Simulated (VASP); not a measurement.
A run of VASP 6.6.1 is set up as follows.

The input INCAR:

```
SYSTEM = Si
  PREC = Accurate
  ENCUT = 520
  EDIFF = 1E-6
  ISMEAR = 0
  SIGMA = 0.05
  LREAL = Auto
  LASPH = .True.
  NELM = 100
  ALGO = Normal
  ISIF = 2
  LWAVE = .False.
  LCHARG = .False.
  GGA = PE
  IVDW = 12
  NBANDS = 48
```

Contents of KPOINTS:

```
regular mesh
0
Gamma
  2 2 2
  0 0 0
```

POSCAR

```
Si
1.0
    0.0000000000      5.4300000000      5.4300000000
    5.4300000000      0.0000000000      5.4300000000
    5.4300000000      5.4300000000      0.0000000000
Si
17
Direct
   -0.0153803867     -0.0150859116      0.0450632597
    0.1235017495      0.1237897790      0.1388872007
    0.0041049724      0.0043556169      0.5099088398
    0.1098794659      0.1101214549      0.6694483425
    0.0158741252      0.4945822284     -0.0054739411
    0.1234930018      0.6133460405      0.1389226519
    0.0040833333      0.4812015654      0.5099249540
    0.1557883978      0.6107406998      0.6223171271
    0.4943080110      0.0161476059     -0.0054676796
    0.6130615101      0.1237756906      0.1389292818
    0.4809424494      0.0043426335      0.5099159300
    0.6104898711      0.1560373849      0.6222998158
    0.4942797422      0.4945476980     -0.0054482505
    0.6482373849      0.6485049724      0.0542692449
    0.5208968692      0.5211627993      0.4363305709
    0.6104583794      0.6107283610      0.6223206262
    0.7996883057      0.7999301105      0.6000058011
```

Potentials or basis: VASP PAW PBE potentials, release 64 (Si).

The run is started by

```sh
$ cat potpaw_PBE.64/Si/POTCAR > POTCAR
$ mpirun -np 1 vasp_std > vasp.out
```

Problem. What does it give for the pressure?

Solution. 1.7 GPa.

Problem. Predict the dispersion energy per atom.

Solution. -0.332 eV.

Stress tensor (GPa, compression positive):
```
 1.70 -0.32  0.32
-0.32  1.70  0.32
 0.32  0.32  1.69
```

Caveat: the k points lie up to 0.50 Å⁻¹ apart.
